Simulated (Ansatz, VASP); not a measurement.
# MoS2: VASP beside Ansatz

File POSCAR:

```
MoS2
1.0
    3.1385550000      0.0000000000      0.0000000000
   -1.5692780000      2.7180710000      0.0000000000
    0.0000000000     -1.8120440000      6.1253810000
Mo S
1 2
Direct
    0.0000000000      0.0000000000      0.0000000000
    0.2497000000      0.4994000000      0.7491000000
    0.4190000000      0.8380000000      0.2570000000
```

File INCAR.step1:

```
SYSTEM = MoS2
PREC = Accurate
ENCUT = 520
ISMEAR = -1
SIGMA = 0.0515
LREAL = .False.
LASPH = .True.
NELM = 80
NBANDS = 20
GGA = PE
ALGO = Normal
EDIFF = 1E-4
LWAVE = .True.
LCHARG = .False.
```

INCAR.step2

```
SYSTEM = MoS2
PREC = Accurate
ENCUT = 520
EDIFF = 1E-7
ISMEAR = -1
SIGMA = 0.0515
LREAL = .False.
LASPH = .True.
NELM = 80
ALGO = Normal
ISIF = 2
LWAVE = .False.
LCHARG = .False.
METAGGA = R2SCAN
LMIXTAU = .True.
NBANDS = 20
ISTART = 1
```

The input KPOINTS:

```
regular mesh
0
Gamma
  10 10 10
  0 0 0
```

Input for Ansatz:

```yaml
crystal:
  lattice:
    - [3.138555, 0.0, 0.0]
    - [-1.569278, 2.718071, 0.0]
    - [0.0, -1.812044, 6.125381]
  atoms:
    - { symbol: Mo, position: [0.0, 0.0, 0.0] }
    - { symbol: S, position: [0.2497, 0.4994, 0.7491] }
    - { symbol: S, position: [0.419, 0.838, 0.257] }
  symmetry: { tolerance: 0.0003 }
kpoints:
  mp_grid: { grid: [10, 10, 10], shift: [0, 0, 0] }
  band_path:
    path:
      - [0.0, 0.0, 0.0]
      - [0.0, 0.0, 0.5]
      - [0.63749568, -0.31874784, 0.5]
      - [0.68125216, -0.36250432, 0.18125216]
      - [0.5, 0.0, 0.0]
      - [0.0, 0.0, 0.0]
      - [0.68125216, -0.34062608, 0.0]
      - [0.65937392, -0.34062608, 0.34062608]
      - [0.5, -0.5, 0.5]
      - [0.0, 0.0, 0.0]
    npoints: 6
magnetization:
  spin_polarized: false
scf:
  occupations: { method: fermi_dirac, width: 0.0515 }
  lower_state_search: "off"
  max_iter: 200
hamiltonian:
  pseudopotentials: { kind: paw }
  xc: r2scan
basis:
  ecutwfc: 500
  fft_grid_basis: typed
output:
  forces: true
  stress: true
  eigenvalues: true
  bader: true
  populations: true
  elf: true
  write_potential: true
  volumetric_format: npy
  dos:
    e_range: [-12, 8]
    de: 0.05
    projected: { site_lists: { Mo: [Mo], S: [S] } }
checkpoint:
  read: saved_state
```

Alike in both runs: task single point; functional r2SCAN; k mesh 10 × 10 × 10; occupations fermi-dirac, width 0.0515 eV; no spin polarisation.

```csv
,VASP,Ansatz
version,VASP 6.6.1,Ansatz 0.2.0
potentials or method,"VASP PAW PBE potentials, release 64 (Mo_sv, S), cutoff 520 eV",PAW plane waves
valence electrons in the cell,26,26
```

VASP gave:

| Quantity | Value |
| --- | --- |
| pressure (GPa) | 5.0 |
| traceless stress, the component that is largest in VASP (GPa) | -1.36 |
| rms of the force components (eV/Å) | 0.251 |

Problem. Estimate Ansatz's values.

Solution. Pressure (GPa): 5.0; traceless stress, the component that is largest in VASP (GPa): -1.29; rms of the force components (eV/Å): 0.250.

VASP's potentials were made for PBE, not for r2SCAN. Atom by atom the forces differ by 0.002 eV/Å (rms over components). Ansatz's warnings: structure snapped to symmetry.
